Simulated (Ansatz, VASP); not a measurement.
# SnSe2 in VASP and in Ansatz

```
Sn Se
1.0
     6.16632    0.00000    0.00000
     0.00000    6.27832    0.00000
     0.00000    0.00000    3.91733
Sn Se
2 4
Cartesian
  3.0832 3.1392 1.9587
  0.0000 0.0000 0.0000
  1.4370 2.3693 0.0000
  4.5202 0.7699 1.9587
  1.6461 5.5085 1.9587
  4.7293 3.9090 0.0000
```

Alike in both runs: functional LDA; k mesh 6 × 6 × 10; occupations gaussian, width 0.1 eV; no spin polarisation.

Ansatz relaxed the structure, and its values are those at the end. VASP's run is a single point on that final structure, the one shown.

|  | VASP | Ansatz |
| --- | --- | --- |
| version | VASP 6.6.1 | Ansatz 0.2.0 |
| potentials or method | VASP PAW LDA potentials, release 64 (Sn_d, Se), cutoff 520 eV | scalar-relativistic, plane waves, PAW |
| valence electrons in the cell | 52 | 92 |

Ansatz gave:

```
gap on the k mesh at the Fermi level (eV) : none
pressure (GPa)                            : 0.0
rms of the force components (eV/Å)        : 0.004
```

**Question.** Which values does VASP return?

**Answer.** gap on the k mesh at the Fermi level (eV): none; pressure (GPa): 0.1; rms of the force components (eV/Å): 0.006.

LDA's correlation is that of Perdew and Zunger in VASP and of Perdew and Wang (1992) in Ansatz. A gap of «none» marks a metal or a gap that the smearing closes. VASP's potentials hold 52 valence electrons a cell and Ansatz's 92, so a difference there can come from the potentials and not from the codes.
